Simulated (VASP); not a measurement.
Wanted: the native input for a VASP 6.6.1 run.

| Quantity | Value |
| --- | --- |
| Task | single point |
| Functional | r2SCAN |
| Potentials or basis | VASP PAW PBE potentials, release 64 (Al, Ru_pv) |
| Cutoff | 520 eV |
| k mesh | 20 × 20 × 20 |
| Occupations | gaussian, width 0.15 eV |
| Spin | no spin polarisation |
| Dipole correction | no |
| Further INCAR settings | ALGO = Normal; EDIFF = 1e-07; NBANDS = 16 |

AlRu:

```
Al Ru
1.0
     2.98262    0.00000    0.00000
     0.00000    2.98262    0.00000
     0.00000    0.00000    2.98262
Al Ru
1 1
Direct
  0.00000 0.00000 0.00000
  0.50000 0.50000 0.52515
```

This cell differs from its parent crystal: all Ru atoms moved +0.075 Å, as atom 2 along Cartesian [0 0 1].

These files were run (other wordings do the same):

POSCAR

```
AlRu
1.0
    2.9826244058      0.0000000000      0.0000000000
    0.0000000000      2.9826244058      0.0000000000
    0.0000000000      0.0000000000      2.9826244058
Al Ru
1 1
Direct
    0.0000000000      0.0000000000      0.0000000000
    0.5000000000      0.5000000000      0.5251456401
```

INCAR.step1

```
SYSTEM = AlRu
PREC = Accurate ; ENCUT = 520
ISMEAR = 0 ; SIGMA = 0.15
LREAL = .FALSE. ; LASPH = .TRUE.
NELM = 100 ; NBANDS = 16
GGA = PE ; ALGO = Normal
EDIFF = 1E-4 ; LWAVE = .TRUE.
LCHARG = .FALSE.
```

INCAR.step2

```
SYSTEM = AlRu
PREC = Accurate ; ENCUT = 520
EDIFF = 1E-7 ; ISMEAR = 0
SIGMA = 0.15 ; LREAL = .FALSE.
LASPH = .TRUE. ; NELM = 100
ALGO = Normal ; ISIF = 2
LWAVE = .FALSE. ; LCHARG = .FALSE.
METAGGA = R2SCAN ; LMIXTAU = .TRUE.
NBANDS = 16 ; ISTART = 1
```

KPOINTS

```
Automatic mesh
0
G
  20 20 20
  0 0 0
```

Potentials or basis: VASP PAW PBE potentials, release 64 (Al, Ru_pv).

Run with:

```bash
$ cat potpaw_PBE.64/Al/POTCAR potpaw_PBE.64/Ru_pv/POTCAR > POTCAR
$ cp INCAR.step1 INCAR
$ mpirun -np 1 vasp_std > vasp.out
$ cp INCAR.step2 INCAR
$ mpirun -np 1 vasp_std > vasp.out
```

It gave:

```
Pressure               : 0.6 GPa
Largest force          : 0.619 eV/Å
Band gap on the k mesh : zero (an odd number of electrons rules out a gap without spin polarisation)
```

Caveat: the cell differs from its parent crystal (all Ru atoms moved +0.075 Å, as atom 2 along Cartesian [0 0 1]); the PAW data sets were made with another functional, which shifts forces and pressure a little.

Run time: 8.6 min on 1 thread of Oxide Virtual Turin-like Processor, on a shared host, peak memory 0.36 GiB.
